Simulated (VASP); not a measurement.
The system is As.

```
As
1.0
     1.85538    1.07120    3.46657
    -1.85538    1.07120    3.46657
     0.00000   -2.14241    3.46657
As
2
Direct
  0.22600 0.22600 0.22600
  0.77400 0.77400 0.77400
```

Base run:

```yaml
Program: VASP 6.6.1
Functional: LDA
Potentials_or_basis: VASP PAW LDA potentials, release 64 (As)
Cutoff: 520 eV
k_mesh: 9 × 9 × 9
Occupations: fermi-dirac, width 0.05 eV
Spin: no spin polarisation
```

Its results: band gap on the k mesh zero (band 5 reaches 5.92 eV, above the bottom of band 6 at 5.83 eV); pressure 2.5 GPa; largest force 0.627 eV/Å.

Question: The run is repeated on the same cell with these changes: potentials or basis from VASP PAW LDA potentials, release 64 (As) to VASP PAW LDA potentials, release 64 (As_d); cutoff from 520 eV to 600 eV; further incar settings from ALGO = Normal; EDIFF = 1e-06; NBANDS = 12 to ALGO = Normal; EDIFF = 1e-06; NBANDS = 22; valence electrons from 10 to 30. What comes out?

Answer: Band gap on the k mesh zero (band 15 reaches 4.15 eV, above the bottom of band 16 at 4.05 eV); pressure 2.1 GPa; largest force 0.581 eV/Å.
